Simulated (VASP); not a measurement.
A run of VASP 6.6.1:

The input INCAR:

```
SYSTEM = CuAu
PREC     = Accurate       ! precision mode
ENCUT    = 520            ! plane-wave cutoff, eV
EDIFF    = 1E-6           ! SCF threshold, eV
ISMEAR   = 0              ! smearing method
SIGMA    = 0.15           ! smearing width, eV
LREAL    = .False.        ! projectors in reciprocal space
LASPH    = .True.         ! aspherical terms in the spheres
NELM     = 80             ! most SCF steps
ALGO     = Fast           ! electronic algorithm
ISIF     = 2              ! what is computed and relaxed
LWAVE    = .False.        ! write WAVECAR
LCHARG   = .False.        ! write CHGCAR
GGA      = PE             ! functional
NBANDS   = 18             ! bands
```

File KPOINTS:

```
Automatic mesh
0
Gamma
  18 18 14
  0 0 0
```

POSCAR

```
CuAu
1.0
    2.8700000000      0.0000000000      0.0000000000
    0.0000000000      2.8700000000      0.0000000000
    0.0000000000      0.0000000000      3.7617500000
Cu Au
1 1
Direct
    0.5000000000      0.5000000000      0.5000000000
    0.0000000000      0.0000000000      0.0000000000
```

Potentials or basis: VASP PAW PBE potentials, release 64 (Cu, Au).

Launch:

```sh
$ cat potpaw_PBE.64/Cu/POTCAR potpaw_PBE.64/Au/POTCAR > POTCAR
$ mpirun -np 1 vasp_std > vasp.out
```

Hardware: 1 thread of AMD EPYC 9R45 (Zen 5), with other jobs on the host.

Question: Estimate the wall time of this run.

Answer: Wall time 4.4 min on 1 thread of AMD EPYC 9R45 (Zen 5), on a shared host, peak memory 0.32 GiB. Counts: scf iterations 16, k points 440.
